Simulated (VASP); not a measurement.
Sn: single point with PBE

Sn:

```
Sn
1.0
     3.26252    3.26252    0.00000
    -3.26252    3.26252    0.00000
     0.00000    0.00000    6.77575
Sn
4
Direct
  0.00000 0.00000 0.50000
  0.00000 0.50000 0.25000
  0.50000 0.50000 0.00000
  0.50000 0.00000 0.75000
```

This cell differs from its parent crystal: biaxial strain in the a-b plane: -2.0 %, then relaxed in part.

```
Program             : VASP 6.6.1
Task                : single point
Functional          : PBE
Potentials or basis : VASP PAW PBE potentials, release 64 (Sn_d)
Cutoff              : 520 eV
k mesh              : 10 × 10 × 6
Occupations         : gaussian, width 0.1 eV
Spin                : no spin polarisation
```

```yaml
Pressure: 0.7 GPa
Band_gap_on_the_k_mesh: zero (bands 28 and 29 overlap by 0.29 eV)
```

Stress tensor (GPa, compression positive):
```
 1.14  0.00  0.00
 0.00  1.14  0.00
 0.00  0.00 -0.05
```

Levels at points of the mesh, in eV from the Fermi level:
```csv
k point,band 26,band 27,band 28,band 29,band 30,band 31
"(0.00, 0.00, 0.00)",-1.05,-0.11,0.14,0.14,1.00,1.00
"(0.50, 0.00, 0.00)",-2.92,-0.99,-0.99,1.55,1.55,3.81
"(0.50, 0.50, 0.00)",-2.38,-2.38,-2.38,0.77,0.77,0.77
"(0.00, 0.00, 0.50)",-1.41,-1.41,-1.41,1.17,1.17,1.99
"(0.50, 0.00, 0.50)",-1.20,-0.94,-0.94,-0.16,-0.16,3.12
"(0.50, 0.50, 0.50)",-2.86,-2.86,-2.86,2.99,2.99,2.99
```

Wall time 9.5 min on 1 thread of Intel Xeon 8259CL, with other jobs on the host, peak memory 0.44 GiB.

Caveat: the cell differs from its parent crystal (biaxial strain in the a-b plane: -2.0 %, then relaxed in part); spin-orbit coupling is left out, which moves the levels of the heavy elements.
